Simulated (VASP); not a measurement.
Set up this calculation in VASP 6.6.1, as the native input.

| Quantity | Value |
| --- | --- |
| Task | relaxation of shape and atoms at fixed volume |
| Functional | PBE |
| Potentials or basis | VASP PAW PBE potentials, release 64 (C) |
| Cutoff | 600 eV |
| k mesh | 10 × 10 × 4 |
| Occupations | gaussian, width 0.05 eV |
| Spin | non-collinear spin, zero start, spin-orbit coupling |
| Starting moments | [[0.0, 0.0, 0.0], [0.0, 0.0, 0.0], [0.0, 0.0, 0.0], [0.0, 0.0, 0.0]] μB |
| Dipole correction | no |
| Further INCAR settings | ALGO = Normal; EDIFF = 1e-06; IBRION = 2; EDIFFG = -0.02; NSW = 60; ISIF = 4 |

The structure of C lies in POSCAR:

```
C
1.0
    2.4662605908      0.0000000000      0.0000000000
   -1.2331302954      2.1358443240      0.0000000000
    0.0000000000      0.0000000000      8.1426130408
C
4
Direct
    0.0000000000      0.0000000000      0.2500000000
    0.0000000000      0.0000000000      0.7500000000
    0.3333333333      0.6666666667      0.2500000000
    0.6666666667      0.3333333333      0.7500000000
```

One way to write it, as run:

INCAR

```
SYSTEM = C
PREC = Accurate ; ENCUT = 600
EDIFF = 1E-6 ; ISMEAR = 0
SIGMA = 0.05 ; LREAL = .FALSE.
LASPH = .TRUE. ; NELM = 150
ALGO = Normal ; ISIF = 4
LWAVE = .FALSE. ; LCHARG = .FALSE.
MAGMOM = 0 0 0 0 0 0 0 0 0 0 0 0 ; LORBIT = 11
LSORBIT = .TRUE. ; GGA_COMPAT = .FALSE.
LORBMOM = .TRUE. ; GGA = PE
IBRION = 2 ; NSW = 60
EDIFFG = -0.02
```

KPOINTS

```
Automatic mesh
0
G
  10 10 4
  0 0 0
```

Potentials or basis: VASP PAW PBE potentials, release 64 (C).

Run with:

```console
$ cat potpaw_PBE.64/C/POTCAR > POTCAR
$ mpirun -np 1 vasp_ncl > vasp.out
```

Results of the run:

| Item | Value |
| --- | --- |
| Pressure after relaxing | 0.1 GPa |
| Net moment | 0.00 μB per cell |
| Valence electrons inside the program's atomic spheres | C 2.65 |

Caveat: the relaxation stopped at its first step, so nothing moved; this functional lacks dispersion, which binds the layers, so the pressure and a relaxed spacing across them are unreliable.

Wall time 57 s on 1 thread of Intel(R) Xeon(R) 6975P-C (Granite Rapids), with other jobs on the host, peak memory 0.3 GiB.
